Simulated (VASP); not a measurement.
# Pd (P6/mmm) in VASP: further runs

Pd is run at these levels: PBE; tasks: relaxation of cell and atoms.

Program: VASP 6.6.1. These are calculated values, not measurements. Logs are shortened: lines on timing, memory, paths and dates and some standing lists are left out, and cuts for length are marked.

### 1 The cell of the first run

It takes space group P6/mmm (No. 191, hexagonal). The conventional cell has a = 2.383 Å, b = 2.383 Å, c = 2.240 Å, α = 90.00°, β = 90.00°, γ = 120.00°. Pd (site symmetry 6/mmm) has 8 Pd at 2.24 to 2.38 Å within 3.0 Å.

This isn't the form of Pd at room conditions, which is fcc.

### 2 Relaxation of cell and atoms, PBE, target pressure 150 GPa, at which the enthalpy is minimised

INCAR reads:

```
SYSTEM = Pd
ALGO = Normal
EDIFF = 1E-7
EDIFFG = -0.005
ENCUT = 600
GGA = PE
IBRION = 2
ISIF = 3
ISMEAR = -1
LASPH = .True.
LCHARG = .False.
LREAL = .False.
LWAVE = .False.
NELM = 60
NSW = 60
PREC = Accurate
PSTRESS = 1500.0
SIGMA = 0.05
```

KPOINTS reads:

```
k-points
0
Gamma
  18 18 17
  0 0 0
```

POSCAR reads:

```
Pd
1.0
    2.3833415808      0.0000000000      0.0000000000
   -1.1916707904      2.0640343548      0.0000000000
    0.0000000000      0.0000000000      2.2403410859
Pd
1
Direct
    0.0000000000      0.0000000000      0.0000000000
```

Potentials or basis: VASP PAW PBE potentials, release 64 (Pd).

Command:

```sh
$ cat potpaw_PBE.64/Pd/POTCAR > POTCAR
$ mpirun -np 1 vasp_std > vasp.out
```

OUTCAR:

```text
SYSTEM = Pd
   EDIFF = 1E-7
   EDIFFG = -0.005
   ENCUT = 600
   GGA = PE
   IBRION = 2
   ISIF = 3
   ISMEAR = -1
   LASPH = .True.
   LREAL = .False.
   NELM = 60
   NSW = 60
   PREC = Accurate
   PSTRESS = 1500.0

 ion  position               nearest neighbor table
   1  0.000  0.000  0.000-

  LATTYP: Found a hexagonal cell.
 ALAT       =     2.3833415808
 C/A-ratio  =     0.9400000000

  Lattice vectors:

 A1 = (   2.3833415808,   0.0000000000,   0.0000000000)
 A2 = (  -1.1916707904,   2.0640343548,   0.0000000000)
 A3 = (   0.0000000000,   0.0000000000,   2.2403410859)

Analysis of symmetry for initial positions (statically):
=====================================================================
 Subroutine PRICEL returns:
 Original cell was already a primitive cell.

 Routine SETGRP: Setting up the symmetry group for a
 hexagonal supercell.

 Subroutine GETGRP returns: Found 24 space group operations
 (whereof 24 operations were pure point group operations)
 out of a pool of 24 trial point group operations.

The static configuration has the point symmetry D_6h.

Analysis of symmetry for dynamics (positions and initial velocities):
=====================================================================
 Subroutine PRICEL returns:
 Original cell was already a primitive cell.

 Routine SETGRP: Setting up the symmetry group for a
 hexagonal supercell.

 Subroutine GETGRP returns: Found 24 space group operations
 (whereof 24 operations were pure point group operations)
 out of a pool of 24 trial point group operations.

The dynamic configuration has the point symmetry D_6h.

 Subroutine INISYM returns: Found 24 space group operations
 (whereof 24 operations are pure point group operations),
 and found     1 'primitive' translations

----------------------------------------------------------------------------------------

                                     Primitive cell

  volume of cell :      11.0209

  direct lattice vectors                    reciprocal lattice vectors
     2.383341581  0.000000000  0.000000000     0.419578968  0.242244030  0.000000000
    -1.191670790  2.064034355  0.000000000     0.000000000  0.484488060  0.000000000
     0.000000000  0.000000000  2.240341086     0.000000000  0.000000000  0.446360604

  length of vectors
     2.383341581  2.383341581  2.240341086     0.484488060  0.484488060  0.446360604

  position of ions in fractional coordinates (direct lattice)
     0.000000000  0.000000000  0.000000000

  ion indices of the primitive-cell ions
   primitive index   ion index
                 1           1

----------------------------------------------------------------------------------------

 KPOINTS: k-points

Automatic generation of k-mesh.
 Grid dimensions read from file:
 generate k-points for:   18   18   17

 Generating k-lattice:

  Cartesian coordinates                     Fractional coordinates (reciprocal lattice)
     0.023309943  0.013458002  0.000000000     0.055555556  0.000000000  0.000000000
     0.000000000  0.026916003  0.000000000     0.000000000  0.055555556  0.000000000
     0.000000000  0.000000000  0.026256506     0.000000000  0.000000000  0.058823529

  Length of vectors
     0.026916003  0.026916003  0.026256506

  Shift w.r.t. Gamma in fractional coordinates (k-lattice)
     0.000000000  0.000000000  0.000000000

 Subroutine IBZKPT returns following result:
 ===========================================

 Found    333 irreducible k-points:

 Following reciprocal coordinates:
            Coordinates               Weight
  0.000000  0.000000  0.000000      1.000000
  0.055556  0.000000  0.000000      6.000000
  0.111111  0.000000  0.000000      6.000000
  0.166667  0.000000  0.000000      6.000000
  0.222222  0.000000  0.000000      6.000000
  0.277778  0.000000  0.000000      6.000000
[... 16 lines left out ...]
  0.333333  0.111111  0.000000     12.000000
  0.388889  0.111111  0.000000     12.000000
 [... further k-points ...]
   k-points           NKPTS =    333   k-points in BZ     NKDIM =    333   number of bands    NBANDS=      9
   number of dos      NEDOS =    301   number of ions     NIONS =      1
   total plane-waves  NPLWV =   7200
   dimension x,y,z NGX =    20 NGY =   20 NGZ =   18
   dimension x,y,z NGXF=    40 NGYF=   40 NGZF=   36
   ions per type =               1
   NGX,Y,Z   is equivalent  to a cutoff of  13.95, 13.95, 13.36 a.u.
   NGXF,Y,Z  is equivalent  to a cutoff of  27.90, 27.90, 26.71 a.u.
 SYSTEM =  Pd
   PREC   = accura    normal or accurate (medium, high low for compatibility)
   ISTART =      0    job   : 0-new  1-cont  2-samecut
   ICHARG =      2    charge: 1-file 2-atom 10-const
   ISPIN  =      1    spin polarized calculation?
   LNONCOLLINEAR =      F non collinear calculations
   LSORBIT =      F    spin-orbit coupling
   LASPH  =      T    aspherical Exc in radial PAW
   ENCUT  =  600.0 eV  44.10 Ry    6.64 a.u.   4.76  4.76  4.47*2*pi/ulx,y,z
   NELM   =     60;   NELMIN=  2; NELMDL= -5     # of ELM steps
   EDIFF  = 0.1E-06   stopping-criterion for ELM
   LREAL  =      F    real-space projection
   EDIFFG = -.5E-02   stopping-criterion for IOM
   NSW    =     60    number of steps for IOM
   IBRION =      2    ionic relax: 0-MD 1-quasi-New 2-CG
   NFREE  =      1    steps in history (QN), initial steepest desc. (CG)
   ISIF   =      3    stress and relaxation
   ISYM   =      2    0-nonsym 1-usesym 2-fastsym
   POTIM  = 0.5000    time-step for ionic-motion
   TEBEG  =    0.0;   TEEND  =   0.0 temperature during run
   PSTRESS= 1500.0 pullay stress
   NELECT =      10.0000    total number of electrons
   NUPDOWN=      -1.0000    fix difference up-down
   EMIN   =  10.00;   EMAX   =-10.00  energy-range for DOS
   EFERMI =   0.00;   METHOD = LEGACY
   ISMEAR =    -1;   SIGMA  =   0.05  broadening in eV -4-tet -1-fermi 0-gaus
   EFERMI_NEDOS =   21; number of points for ismear=-14 and -15
   IALGO  =     38    algorithm
   IMIX   =      4    mixing-type and parameters
     AMIX     =   0.40;   BMIX     =  1.00
     AMIX_MAG =   1.60;   BMIX_MAG =  1.00
  volume/ion in A,a.u.               =      11.02        74.37
  Fermi-wavevector in a.u.,A,eV,Ry     =   1.584902  2.995030 34.176664  2.511914
  Thomas-Fermi vector in A             =   2.684449
   LORBIT       =      0    0 simple, 1 ext, 2 COOP (PROOUT), +10 PAW based schemes
   GGA     = PE    functional components
   LHFCALC =     F    Hartree Fock is set to
   AEXX    =    0.0000 exact exchange contribution
   IVDW    =     0    specifies the selected vdW correction
   LEPSILON=     F    determine dielectric tensor
   LRPA    =     F    only Hartree local field effects (RPA)
 conjugate gradient relaxation of ions
 non-spin polarized calculation
  energy-cutoff  :      600.00
  volume of cell :       11.02
 maximum number of plane-waves:       393
 NGX is ok and might be reduce to    20

--------------------------------------- Ionic step        1  -------------------------------------------

 number of electron      10.0000000 magnetization

 Free energy of the ion-electron system (eV)
  ---------------------------------------------------
  ext. energy  EPLUGINS =         0.00000000
  ---------------------------------------------------
  free energy    TOTEN  =        -2.99163328 eV

  energy without entropy =       -2.98467181  energy(sigma->0) =       -2.98815255

------------------------ aborting loop because EDIFF is reached ----------------------------------------

  FORCE on cell =-STRESS in cart. coord.  units (eV):
  Direction    XX          YY          ZZ          XY          YZ          ZX
  --------------------------------------------------------------------------------------
  -------------------------------------------------------------------------------------
  Total       10.9183331     10.9183331     13.5348622      0.0000000     -0.0000000     -0.0000000
  in kB     1587.2654703   1587.2654702   1967.6464528      0.0000000     -0.0000000     -0.0000000
  external PRESSURE =     214.0591311 kB  Pullay stress =    1500.0000000 kB

 VOLUME and BASIS-vectors are now :
 -----------------------------------------------------------------------------
  energy-cutoff  :      600.00
  volume of cell :       11.02
      direct lattice vectors                 reciprocal lattice vectors
     2.383341581  0.000000000  0.000000000     0.419578968  0.242244030  0.000000000
    -1.191670790  2.064034355  0.000000000     0.000000000  0.484488060  0.000000000
     0.000000000  0.000000000  2.240341086     0.000000000  0.000000000  0.446360604
[... 266 lines left out ...]
  FREE ENERGIE OF THE ION-ELECTRON SYSTEM (eV)
  ---------------------------------------------------
  free  energy   TOTEN  =        -3.3017075153 eV

  energy  without entropy=       -3.2948780373  energy(sigma->0) =       -3.29829278

  enthalpy is  TOTEN    =         7.2855663561 eV   P V=       10.5872738714

--------------------------------------- Ionic step        9  -------------------------------------------

 number of electron       9.9999998 magnetization

 Free energy of the ion-electron system (eV)
  ---------------------------------------------------
  ext. energy  EPLUGINS =         0.00000000
  ---------------------------------------------------
  free energy    TOTEN  =        -3.30744762 eV

  energy without entropy =       -3.30062064  energy(sigma->0) =       -3.30403413

 E-fermi :  15.2151     XC(G=0): -14.8251

 val. band max:       15.2095887211   @ k =   0.2778   0.0000   0.2941
 cond. band min:      15.2187217841   @ k =   0.1111   0.1111   0.0000
 fundamental gap:      0.0091330631
 Fermi energy:        15.2150829629

 k-point     1 :       0.0000    0.0000    0.0000
  band No.  band energies     occupation
      1       5.7704      2.00000
      2       7.1817      2.00000
      3      10.5978      2.00000
      4      10.5978      2.00000
      5      15.4899      0.00817
      6      15.4899      0.00817
      7      32.4286      0.00000
      8      33.7692      0.00000
      9      40.0584      0.00000

 k-point     2 :       0.0556    0.0000    0.0000
  band No.  band energies     occupation
      1       5.9230      2.00000
      2       7.2377      2.00000
      3      10.4916      2.00000
      4      10.7204      2.00000
      5      15.3652      0.09458
      6      15.4683      0.01257
      7      32.6780      0.00000
      8      34.0424      0.00000
      9      39.9717      0.00000
[... 253 lines left out ...]
 k-point    24 :       0.3889    0.1111    0.0000
  band No.  band energies     occupation
      1       7.2525      2.00000
      2       8.8886      2.00000
      3      12.4698      2.00000
      4      13.1478      2.00000
      5      14.5591      2.00000
      6      17.7316      0.00000
      7      25.3386      0.00000
      8      30.6333      0.00000
      9      37.0313      0.00000

 [... further k-points ...]
[... 5 lines left out ...]
  --------------------------------------------------------------------------------------
  -------------------------------------------------------------------------------------
  Total       10.5971001     10.5971001     10.5950009      0.0000000      0.0000000      0.0000000
  in kB     1500.5802522   1500.5802521   1500.2829908      0.0000000      0.0000000      0.0000000
  external PRESSURE =       0.4811651 kB  Pullay stress =    1500.0000000 kB

 VOLUME and BASIS-vectors are now :
 -----------------------------------------------------------------------------
  energy-cutoff  :      600.00
  volume of cell :       11.31
      direct lattice vectors                 reciprocal lattice vectors
     2.383803681 -0.000000000  0.000000000     0.419497632  0.242197071  0.000000000
    -1.191901841  2.064434545 -0.000000000     0.000000000  0.484394142  0.000000000
    -0.000000000 -0.000000000  2.299147261    -0.000000000  0.000000000  0.434943867

 POSITION                                       TOTAL-FORCE (eV/Angst)
 -----------------------------------------------------------------------------------
      0.00000     -0.00000      0.00000        -0.000000      0.000000      0.000000
 -----------------------------------------------------------------------------------
    total drift:                               -0.000000      0.000000     -0.000000

  FREE ENERGIE OF THE ION-ELECTRON SYSTEM (eV)
  ---------------------------------------------------
  free  energy   TOTEN  =        -3.3074476208 eV

  energy  without entropy=       -3.3006206416  energy(sigma->0) =       -3.30403413

  enthalpy is  TOTEN    =         7.2855547482 eV   P V=       10.5930023690

 reached required accuracy - stopping structural energy minimisation
```

Wall time 2.3 min (1 thread of AMD EPYC 7R13 (Zen 3), shared host); peak memory 0.14 GiB.

Results:

```yaml
Free_energy: -3.3074 eV
Relaxed_volume: 11.31 Å³/atom
Relaxed_cell: a = 2.384 Å, b = 2.384 Å, c = 2.299 Å, α = 90.00°, β = 90.00°, γ = 120.00°
Space_group_after_relaxing_to_0.1_Å: P6/mmm (No. 191)
Energy_change_on_relaxing_the_run_minimises_the_enthalpy: -315.8 meV/atom
Ionic_steps: 9
Pressure_after_relaxing: 150.0 GPa
Band_gap_on_the_k_mesh: zero (bands 5 and 6 overlap by 3.90 eV)
```

The path:
```csv
step,energy change (eV),largest force (eV/Å),pressure (GPa),volume (Å³)
1,0.0000,0.0000,171.41,11.02
2,-1.4369,0.0000,57.83,13.48
3,-0.4225,0.0000,142.02,11.43
4,-0.3703,0.0000,145.70,11.38
5,-0.0643,0.0000,168.39,11.09
6,-0.3193,0.0000,149.79,11.32
7,-0.3182,0.0000,149.88,11.32
8,-0.3101,0.0000,150.46,11.31
9,-0.3158,0.0000,150.05,11.31
```

Final structure:
```cif
data_structure
_symmetry_space_group_name_H-M 'P 1'
_symmetry_Int_Tables_number 1
_cell_length_a 2.3838
_cell_length_b 2.3838
_cell_length_c 2.2991
_cell_angle_alpha 90.000
_cell_angle_beta 90.000
_cell_angle_gamma 120.000
_cell_volume 11.31
loop_
_atom_site_label
_atom_site_type_symbol
_atom_site_fract_x
_atom_site_fract_y
_atom_site_fract_z
_atom_site_occupancy
Pd1 Pd 0.00000 0.00000 0.00000 1
```

Caveat: the cell is relaxed towards a set pressure, so the run minimises the enthalpy, not the energy.

### 3 Relaxation of cell and atoms, PBE, target pressure 150 GPa, at which the enthalpy is minimised

This run uses another cell than the first one, of 11.34 Å³/atom.

INCAR reads:

```
SYSTEM = Pd
  PREC = Accurate
  ENCUT = 600
  EDIFF = 1E-6
  ISMEAR = -1
  SIGMA = 0.05
  LREAL = .FALSE.
  LASPH = .TRUE.
  NELM = 100
  ALGO = Normal
  ISIF = 3
  LWAVE = .FALSE.
  LCHARG = .FALSE.
  GGA = PE
  IBRION = 2
  NSW = 32
  EDIFFG = -0.005
  PSTRESS = 1500.0
```

KPOINTS reads:

```
Automatic mesh
0
G
  18 18 17
  0 0 0
```

POSCAR reads:

```
Pd
1.0
    2.3847675084      0.0000000000      0.0000000000
   -1.1923837542      2.0652692444      0.0000000000
    0.0000000000      0.0000000000      2.3021619324
Pd
1
Direct
    0.0000000000      0.0000000000      0.0000000000
```

Potentials or basis: VASP PAW PBE potentials, release 64 (Pd).

Command:

```sh
$ cat potpaw_PBE.64/Pd/POTCAR > POTCAR
$ mpirun -np 1 vasp_std > vasp.out
```

Run time: 69 s. Hardware: 1 thread of AMD EPYC 7R13 (Zen 3), shared host; peak memory 0.14 GiB.

It converged, with:

```yaml
Free_energy: -3.3090 eV
Relaxed_volume: 11.32 Å³/atom
Relaxed_cell: a = 2.384 Å, b = 2.384 Å, c = 2.299 Å, α = 90.00°, β = 90.00°, γ = 120.00°
Space_group_after_relaxing_to_0.1_Å: P6/mmm (No. 191)
Energy_change_on_relaxing_the_run_minimises_the_enthalpy: +21.1 meV/atom
Ionic_steps: 6
Pressure_after_relaxing: 150.0 GPa
Band_gap_on_the_k_mesh: zero (bands 5 and 6 overlap by 3.90 eV)
```

The path:
```
step  energy change (eV)  largest force (eV/Å)  pressure (GPa)  volume (Å³)
   1              0.0000                0.0000          148.42        11.34
   2              0.1765                0.0000          161.27        11.16
   3              0.0227                0.0000          150.12        11.31
   4              0.0222                0.0000          150.08        11.31
   5              0.0180                0.0000          149.70        11.32
   6              0.0211                0.0000          149.97        11.32
```

Final structure:
```xyz
1
Lattice="2.3839 0.0000 0.0000 -1.1919 2.0645 0.0000 0.0000 0.0000 2.2992" Properties=species:S:1:pos:R:3 pbc="T T T"
Pd    0.0000    0.0000    0.0000
```

Levels at points of the mesh, in eV from the Fermi level:
| k point | band 2 | band 3 | band 4 | band 5 | band 6 | band 7 | band 8 | band 9 |
| --- | --- | --- | --- | --- | --- | --- | --- | --- |
| (0.00, 0.00, 0.00) | -8.03 | -4.62 | -4.62 | 0.27 | 0.27 | 17.21 | 18.55 | 24.84 |
| (0.50, 0.00, 0.00) | -6.31 | -2.93 | -0.41 | 0.31 | 0.72 | 9.71 | 17.05 | 21.07 |

Caveat: the cell is relaxed towards a set pressure, so the run minimises the enthalpy, not the energy.

### 4 Relaxation of cell and atoms, PBE, target pressure 150 GPa, at which the enthalpy is minimised

This run uses another cell than the first one: it holds 3 atoms, not 1.

INCAR reads:

```
SYSTEM = Pd
PREC = Accurate
ENCUT = 600
EDIFF = 1E-6
ISMEAR = -1
SIGMA = 0.05
LREAL = .False.
LASPH = .True.
NELM = 80
ALGO = Normal
ISIF = 3
LWAVE = .False.
LCHARG = .False.
GGA = PE
IBRION = 2
NSW = 60
EDIFFG = -0.005
PSTRESS = 1500.0
```

KPOINTS reads:

```
regular mesh
0
Gamma
  9 9 13
  0 0 0
```

POSCAR reads:

```
Pd
1.0
    3.9232469038      0.0000000000      0.0000000000
   -1.9616234519      3.3976314840      0.0000000000
    0.0000000000      0.0000000000      2.4324130803
Pd
3
Direct
    0.0000000000      0.0000000000      0.0000000000
    0.3333333333      0.6666666667      0.5000000000
    0.6666666667      0.3333333333      0.5000000000
```

Command:

```sh
$ cat potpaw_PBE.64/Pd/POTCAR > POTCAR
$ mpirun -np 1 vasp_std > vasp.out
```

Run time: 5 min. Hardware: 1 thread of AMD EPYC 7R13 (Zen 3), shared host; peak memory 0.17 GiB.

Results (log left out):

* Free energy: -10.7761 eV
* Relaxed volume: 10.93 Å³/atom
* Relaxed cell: a = 3.995 Å, b = 3.995 Å, c = 2.373 Å, α = 90.00°, β = 90.00°, γ = 120.00°
* Space group after relaxing (to 0.1 Å): P6/mmm (No. 191)
* Energy change on relaxing (the run minimises the enthalpy): -154.8 meV/atom
* Ionic steps: 12
* Pressure after relaxing: 149.9 GPa
* Band gap on the k mesh: zero (bands 15 and 16 overlap by 1.56 eV)

Step by step:
| step | energy change (eV) | largest force (eV/Å) | pressure (GPa) | volume (Å³) |
| --- | --- | --- | --- | --- |
| 1 | 0.0000 | 0.0000 | 160.55 | 32.42 |
| 2 | -2.3132 | 0.0000 | 94.55 | 35.72 |
| 3 | -0.8805 | 0.0000 | 138.81 | 33.26 |
| 4 | 1.3118 | 0.0000 | 190.69 | 31.42 |
| 5 | -0.5904 | 0.0000 | 146.62 | 32.93 |
| 6 | -0.5673 | 0.0000 | 147.20 | 32.90 |
| 7 | -0.5605 | 0.0000 | 147.38 | 32.90 |
| 8 | -0.1042 | 0.0000 | 159.33 | 32.42 |
| 9 | -0.4594 | 0.0000 | 150.09 | 32.79 |
| 10 | -0.4615 | 0.0000 | 150.03 | 32.79 |
| 11 | -0.4674 | 0.0000 | 149.88 | 32.80 |
| 12 | -0.4644 | 0.0000 | 149.94 | 32.79 |

Final structure:
```
Pd
1.0
     3.99464    0.00000    0.00000
    -1.99732    3.45946    0.00000
     0.00000    0.00000    2.37290
Pd
3
Direct
  0.00000 0.00000 0.00000
  0.33333 0.66667 0.50000
  0.66667 0.33333 0.50000
```

Levels at points of the mesh, in eV from the Fermi level:
| k point | band 12 | band 13 | band 14 | band 15 | band 16 | band 17 | band 18 | band 19 |
| --- | --- | --- | --- | --- | --- | --- | --- | --- |
| (0.00, 0.00, 0.00) | -2.62 | -2.46 | -2.46 | 0.33 | 0.33 | 9.40 | 9.40 | 9.51 |

Caveat: the cell is relaxed towards a set pressure, so the run minimises the enthalpy, not the energy.

(Continued in part 2 of 2.)
